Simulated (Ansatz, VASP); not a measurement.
## Mo3W in VASP and in Ansatz

The input INCAR:

```
PREC = Accurate
ENCUT = 520
EDIFF = 1E-6
ISMEAR = 0
SIGMA = 0.1
LREAL = False
LASPH = True
NELM = 100
ALGO = Fast
ISIF = 2
LWAVE = False
LCHARG = False
GGA = PE
NBANDS = 36
```

KPOINTS

```
Automatic mesh
0
Gamma
  10 10 14
```

File POSCAR:

```
Mo3W
1.0
    4.4782993525      0.0000000000      0.0000000000
    0.0000000000      4.4782993525      0.0000000000
    0.0000000000      0.0000000000      3.1670031070
Mo W
3 1
Direct
    0.5000000000      0.0000000000      0.0000000000
    0.5000000000      0.5000000000      0.5000000000
    0.0000000000      0.5000000000      0.0000000000
    0.0000000000      0.0000000000      0.5000000000
```

Input for Ansatz:

```yaml
crystal:
  lattice:
    - [4.4782993525, 0.0, 0.0]
    - [0.0, 4.4782993525, 0.0]
    - [0.0, 0.0, 3.167003107]
  atoms:
    - { symbol: Mo, position: [0.5, 0.0, 0.0] }
    - { symbol: Mo, position: [0.5, 0.5, 0.5] }
    - { symbol: Mo, position: [0.0, 0.5, 0.0] }
    - { symbol: W, position: [0.0, 0.0, 0.5] }
basis:
  ecutwfc: 420
kpoints:
  mp_grid: { grid: [10, 10, 14] }
  band_path:
    path:
      - [[0.0, 0.0, 0.0], [0.0, 0.5, 0.0], [0.5, 0.5, 0.0], [0.0, 0.0, 0.0], [0.0, 0.0, 0.5], [0.0, 0.5, 0.5], [0.5, 0.5, 0.5], [0.0, 0.0, 0.5]]
      - [[0.0, 0.5, 0.0], [0.0, 0.5, 0.5]]
      - [[0.5, 0.5, 0.0], [0.5, 0.5, 0.5]]
    npoints: 14
hamiltonian:
  xc: pbe
scf:
  occupations: { method: gaussian, width: 0.1 }
  n_extra_bands: 10
output:
  forces: true
  stress: true
  eigenvalues: true
  populations: true
  dos: { projected: true, de: 0.02, nscf_kmesh: { grid: [12, 12, 17] } }
  bader: true
  write_density: true
  write_potential: true
  elf: true
  volumetric_format: npy
```

Alike in both runs: task single point; functional PBE; k mesh 10 × 10 × 14; occupations gaussian, width 0.1 eV; no spin polarisation.

|  | VASP | Ansatz |
| --- | --- | --- |
| version | VASP 6.6.1 | Ansatz 0.2.0 |
| potentials or method | VASP PAW PBE potentials, release 64 (Mo_sv, W_sv), cutoff 520 eV | scalar-relativistic, plane waves, PAW |
| valence electrons in the cell | 56 | 56 |

Ansatz gave:

| Item | Value |
| --- | --- |
| gap on the k mesh at the Fermi level (eV) | none |
| pressure (GPa) | 0.0 |

Q: Which values does VASP return?

A: gap on the k mesh at the Fermi level (eV): none; pressure (GPa): 0.5.

A gap of «none» marks a metal or a gap that the smearing closes. With one functional, cell and mesh, what is left measures potentials, basis and numerics.

Neither program's run includes spin-orbit coupling.
